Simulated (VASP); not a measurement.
## TiAg2: single point with r2SCAN

Crystal: TiAg2.

```
CELL_PARAMETERS angstrom
3.19983 0.00000 0.00000
-1.59991 2.77114 0.00000
0.00000 0.00000 5.72424
ATOMIC_POSITIONS crystal
Ag 0.33330 0.66670 0.25000
Ag 0.66670 0.33330 0.75000
Ti 0.00000 0.00000 0.00000
```

* Program: VASP 6.6.1
* Task: single point
* Functional: r2SCAN
* Potentials or basis: VASP PAW PBE potentials, release 64 (Ag, Ti_sv)
* Cutoff: 550 eV
* k mesh: 6 × 6 × 3, shifted
* Occupations: fermi-dirac, width 0.1 eV
* Spin: no spin polarisation
* Dipole correction: no
* Mended: yes
* Further INCAR settings: ALGO = Normal; EDIFF = 1e-06; NBANDS = 24; ISYM = -1

```json
{
  "Pressure": "40.5 GPa",
  "Largest force": "6.161 eV/Å",
  "Band gap on the k mesh": "zero (bands 17 and 18 overlap by 1.15 eV)"
}
```

Forces on the atoms (eV/Å):
```
Ag   0.002 -0.001  6.161
Ag  -0.002  0.001 -6.161
Ti   0.000  0.000  0.000
```

Stress tensor (GPa, compression positive):
```
36.85 -0.17  0.07
-0.17 36.66 -0.04
 0.07 -0.04 48.11
```

Levels at points of the mesh, in eV from the Fermi level:
| k point | band 15 | band 16 | band 17 | band 18 | band 19 | band 20 |
| --- | --- | --- | --- | --- | --- | --- |
| (0.08, 0.08, 0.17) | -5.66 | -2.93 | -0.39 | 1.02 | 1.43 | 2.12 |

Wall time 87 s on 1 thread of Intel(R) Xeon(R) 6975P-C (Granite Rapids) (shared host), peak memory 0.21 GiB.

Caveat: the cell stands under pressure; the PAW data sets were made with another functional, which shifts forces and pressure a little.
